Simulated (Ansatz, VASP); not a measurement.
**One calculation of WO, two programs**

Contents of INCAR:

```
SYSTEM = WO
PREC = Accurate
ENCUT = 520
EDIFF = 1E-6
ISMEAR = 0
SIGMA = 0.02
LREAL = .False.
LASPH = .True.
NELM = 150
ALGO = Normal
ISIF = 2
LWAVE = .False.
LCHARG = .False.
ISPIN = 2
MAGMOM = 2.5 0
LORBIT = 11
LMAXMIX = 4
LDAU = .True.
LDAUTYPE = 2
LDAUL = 2 -1
LDAUU = 6.2 0
LDAUJ = 0 0
LDAUPRINT = 1
GGA = PE
NBANDS = 21
```

The input KPOINTS:

```
regular mesh
0
Gamma
  10 10 10
  0 0 0
```

File POSCAR:

```
WO
1.0
    0.0000000000      2.4128820753      2.4128820753
    2.4128820753      0.0000000000      2.4128820753
    2.4128820753      2.4128820753      0.0000000000
W O
1 1
Direct
    0.0000000000      0.0000000000      0.0000000000
    0.2500000000      0.2500000000      0.2500000000
```

Input for Ansatz:

```yaml
crystal:
  lattice:
    - [0.0, 2.4128820392, 2.4128820392]
    - [2.4128820392, 0.0, 2.4128820392]
    - [2.4128820392, 2.4128820392, 0.0]
  atoms:
    - { symbol: W, position: [0.0, 0.0, 0.0], spin: 2.5 }
    - { symbol: O, position: [0.25, 0.25, 0.25] }
basis:
  ecutwfc: 420
kpoints:
  mp_grid: { grid: [10, 10, 10] }
hamiltonian:
  xc: pbe
  hubbard: { sites: [{ species: W, l: d, u_eff: 6.2 }] }
scf:
  occupations: { method: gaussian, width: 0.02 }
output:
  forces: true
  stress: true
  eigenvalues: true
  populations: true
magnetization:
  spin_polarized: true
```

Alike in both runs: task single point; functional PBE; k mesh 10 × 10 × 10; occupations gaussian, width 0.02 eV; collinear spin; Hubbard terms W d U = 6.2 eV.

```csv
,VASP,Ansatz
version,VASP 6.6.1,Ansatz 0.2.0
potentials or method,"VASP PAW PBE potentials, release 64 (W_sv, O), cutoff 520 eV","scalar-relativistic, plane waves, PAW"
valence electrons in the cell,20,20
```

```csv
,VASP,Ansatz,Ansatz less VASP
gap on the k mesh at the Fermi level (eV),0.62,1.15,+0.534
least direct gap on the mesh (eV),1.09,1.45,+0.353
pressure (GPa),5.8,0.0,-5.80
net moment per atom (μB),1.00,1.00,0.000
size of the moment on the site where the two differ most (μB),1.72,1.03,-0.692
```

Site moments also hang on the region over which each program counts them. The programs project onto different local orbitals, so the same U acts differently, and such runs can settle in different states.

Spin-orbit coupling is off throughout.
